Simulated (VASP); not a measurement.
Write the native input for VASP 6.6.1 that does the following.

```yaml
Task: relaxation of cell and atoms
Functional: PBE
Potentials_or_basis: VASP PAW PBE potentials, release 64 (Na_pv, F)
Cutoff: 600 eV
k_mesh: 8 × 8 × 8
Occupations: fermi-dirac, width 0.02 eV
Spin: no spin polarisation
Dipole_correction: no
Further_INCAR_settings: ALGO = Normal; EDIFF = 1e-06; IBRION = 2; EDIFFG = -0.005; NSW = 80; ISIF = 3
```

The structure of NaF lies in POSCAR:

```
NaF
1.0
    0.0000000000      2.3200000000      2.3200000000
    2.3200000000      0.0000000000      2.3200000000
    2.3200000000      2.3200000000      0.0000000000
Na F
1 1
Direct
    0.0000000000      0.0000000000      0.0000000000
    0.5000000000      0.5000000000      0.5000000000
```

The input as run:

INCAR

```
SYSTEM = NaF
ALGO     = Normal         ! electronic algorithm
EDIFF    = 1E-6           ! SCF threshold, eV
EDIFFG   = -0.005         ! ionic threshold
ENCUT    = 600            ! plane-wave cutoff, eV
GGA      = PE             ! functional
IBRION   = 2              ! ionic algorithm
ISIF     = 3              ! what is computed and relaxed
ISMEAR   = -1             ! smearing method
LASPH    = .True.         ! aspherical terms in the spheres
LCHARG   = .False.        ! write CHGCAR
LREAL    = .False.        ! projectors in reciprocal space
LWAVE    = .False.        ! write WAVECAR
NELM     = 100            ! most SCF steps
NSW      = 80             ! ionic steps
PREC     = Accurate       ! precision mode
SIGMA    = 0.02           ! smearing width, eV
```

KPOINTS

```
k-points
0
Gamma
  8 8 8
  0 0 0
```

Potentials or basis: VASP PAW PBE potentials, release 64 (Na_pv, F).

Launch:

```console
$ cat potpaw_PBE.64/Na_pv/POTCAR potpaw_PBE.64/F/POTCAR > POTCAR
$ mpirun -np 1 vasp_std > vasp.out
```

Results of the run:

* Relaxed volume: 12.93 Å³/atom
* Relaxed cell: a = 3.319 Å, b = 3.319 Å, c = 3.319 Å, α = 60.00°, β = 60.00°, γ = 60.00°
* Space group after relaxing (to 0.1 Å): Fm-3m (No. 225)
* Energy gained by relaxing: 2.3 meV/atom
* Ionic steps: 4
* Pressure after relaxing: 0.0 GPa
* Band gap on the k mesh: 6.10 eV

Wall time 46 s on 1 thread of AMD EPYC 7R13, with other jobs on the host, peak memory 0.12 GiB.
